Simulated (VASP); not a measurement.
Write the native input for VASP 6.6.1 that does the following.

| Item | Value |
| --- | --- |
| Task | single point |
| Functional | PBE |
| Potentials or basis | VASP PAW PBE potentials, release 64 (Cu, I) |
| Cutoff | 520 eV |
| k mesh | 5 × 5 × 6 |
| Occupations | fermi-dirac, width 0.02 eV |
| Spin | no spin polarisation |
| Dipole correction | no |
| Further INCAR settings | ALGO = Normal; EDIFF = 1e-07; NBANDS = 26 |

The structure of CuI lies in POSCAR:

```
CuI
1.0
    3.7822938498     -3.7599220542      0.0000000000
    3.7822938498      3.7599220542      0.0000000000
    0.0000000000      0.0000000000      4.3636751916
Cu I
2 2
Direct
    0.4204388300      0.5795611700      0.7500000000
    0.5795611700      0.4204388300      0.2500000000
    0.7700426800      0.2299573200      0.7500000000
    0.2299573200      0.7700426800      0.2500000000
```

This cell differs from its parent crystal: volume scaled by 1.04.

These files were run (other wordings do the same):

INCAR

```
ALGO = Normal ; EDIFF = 1E-7
ENCUT = 520 ; GGA = PE
ISIF = 2 ; ISMEAR = -1
LASPH = T ; LCHARG = F
LREAL = F ; LWAVE = F
NBANDS = 26 ; NELM = 100
PREC = Accurate ; SIGMA = 0.02
```

KPOINTS

```
k-points
0
Gamma
  5 5 6
```

Potentials or basis: VASP PAW PBE potentials, release 64 (Cu, I).

Command:

```bash
$ cat potpaw_PBE.64/Cu/POTCAR potpaw_PBE.64/I/POTCAR > POTCAR
$ mpirun -np 1 vasp_std > vasp.out
```

It gave:

```yaml
Pressure: -0.1 GPa
Largest_force: 0.161 eV/Å
Band_gap_on_the_k_mesh: 1.00 eV, direct
```

Caveat: spin-orbit coupling is left out, which moves the levels of the heavy elements.

It took 58 s on 1 thread of Intel(R) Xeon(R) 6975P-C (Granite Rapids), on a shared host, peak memory 0.27 GiB.
